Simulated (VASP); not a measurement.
Au: single point with r2SCAN

The system is Au.

```xyz
2
Lattice="0.0000 3.0364 3.0364 3.0364 0.0000 3.0364 3.0364 3.0364 0.0000" Properties=species:S:1:pos:R:3 pbc="T T T"
Au    0.7591    0.7591    0.7591
Au    5.3137    5.3137    5.3137
```

This isn't the form of Au at room conditions, which is fcc.

```json
{
  "Program": "VASP 6.6.1",
  "Task": "single point",
  "Functional": "r2SCAN",
  "Potentials or basis": "VASP PAW PBE potentials, release 64 (Au)",
  "Cutoff": "520 eV",
  "k mesh": "15 × 15 × 15",
  "Occupations": "fermi-dirac, width 0.1 eV",
  "Spin": "no spin polarisation",
  "Dipole correction": "no",
  "Further INCAR settings": "ALGO = Normal; EDIFF = 1e-07; NBANDS = 18"
}
```

The pressure is 0.2 GPa and the band gap on the k mesh is zero (bands 11 and 12 overlap by 0.63 eV).

Levels at points of the mesh, in eV from the Fermi level:
```tsv
k point	band 8	band 9	band 10	band 11	band 12	band 13	band 14	band 15
(0.00, 0.00, 0.00)	-2.49	-2.49	-1.44	-1.44	9.12	10.13	10.15	10.15
```

It took 11 min on 1 thread of AMD EPYC 7571, on a shared host, peak memory 0.22 GiB.

Caveat: the PAW data sets were made with another functional, which shifts forces and pressure a little; spin-orbit coupling is left out, which moves the levels of the heavy elements.
